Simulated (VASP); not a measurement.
Wanted: the native input for a VASP 6.6.1 run.

| Quantity | Value |
| --- | --- |
| Task | single point |
| Functional | PBE |
| Potentials or basis | VASP PAW PBE potentials, release 64 (Mo_sv, W_sv) |
| Cutoff | 520 eV |
| k mesh | 8 × 4 × 4 |
| Occupations | gaussian, width 0.2 eV |
| Spin | no spin polarisation |
| Dipole correction | no |
| Further INCAR settings | ALGO = Fast; EDIFF = 1e-07; NBANDS = 51 |

The structure of Mo2W lies in POSCAR:

```
Mo2W
1.0
    1.5921452947     -2.2507882936     -0.0016623905
    4.7485391527      2.2308758098      0.0010594167
    1.5842296461      0.0000120873      6.7045755968
Mo W
4 2
Direct
    0.1665590671      0.1664610081      0.3340397512
    0.6665609516      0.6664620204      0.3340360723
    0.3334379215      0.3335384856      0.6659591823
    0.8334341420      0.8335400049      0.6659571905
    1.0000108392     -0.0000010846      0.0000036582
    0.4999970785      0.4999995656      0.0000041455
```

The input as run:

INCAR

```
ALGO     = Fast           # electronic algorithm
EDIFF    = 1E-7           # SCF threshold, eV
ENCUT    = 520            # plane-wave cutoff, eV
GGA      = PE             # functional
ISIF     = 2              # what is computed and relaxed
ISMEAR   = 0              # smearing method
LASPH    = True           # aspherical terms in the spheres
LCHARG   = True           # write CHGCAR
LELF     = True           # ELF
LREAL    = False          # projectors in reciprocal space
LVHAR    = True         
LWAVE    = False          # write WAVECAR
NBANDS   = 51             # bands
NELM     = 80             # most SCF steps
PREC     = Accurate       # precision mode
SIGMA    = 0.2            # smearing width, eV
```

KPOINTS

```
k-points
0
Gamma
  8 4 4
```

Potentials or basis: VASP PAW PBE potentials, release 64 (Mo_sv, W_sv).

Run with:

```console
$ cat potpaw_PBE.64/Mo_sv/POTCAR potpaw_PBE.64/W_sv/POTCAR > POTCAR
$ mpirun -np 1 vasp_std > vasp.out
```

It gave:

- Pressure: 0.5 GPa
- Largest force: 0.008 eV/Å
- Band gap on the k mesh: zero (bands 42 and 43 overlap by 2.00 eV)

Caveat: spin-orbit coupling is left out, which moves the levels of the heavy elements.

It took 9.4 min on 1 thread of Intel Xeon 8259CL, with other jobs on the host, peak memory 0.4 GiB.
